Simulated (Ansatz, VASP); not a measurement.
## One calculation of TaN, two programs

```xyz
4
Lattice="3.0480 0.0000 0.0000 -1.5240 2.6396 0.0000 0.0000 0.0000 4.9180" Properties=species:S:1:pos:R:3 pbc="T T T"
Ta    0.0000    0.0000    0.0000
Ta    0.0000    0.0000    2.4590
N     0.0000    1.7598    1.2295
N     1.5240    0.8799    3.6885
```

Alike in both runs: functional PBE; k mesh 18 × 18 × 10; occupations fermi-dirac, width 0.05 eV; collinear spin.

Ansatz relaxed the structure, and its values are those at the end. VASP's run is a single point on that final structure, the one shown.

|  | VASP | Ansatz |
| --- | --- | --- |
| version | VASP 6.6.1 | Ansatz 0.2.0 |
| potentials or method | VASP PAW PBE potentials, release 64 (Ta_pv, N) | plane-wave PAW, scalar-relativistic |
| plane-wave cutoff (eV) | 520 | 420 |
| valence electrons in the cell | 32 | 36 |

```tsv
	VASP	Ansatz	Ansatz less VASP
net moment per atom (μB)	0.00	0.00	0.000
```

VASP's potentials hold 32 valence electrons a cell and Ansatz's 36, so a difference there can come from the potentials and not from the codes. Ansatz's warnings: seeded moment not kept, stress scf threshold loose.

Neither program's run includes spin-orbit coupling.
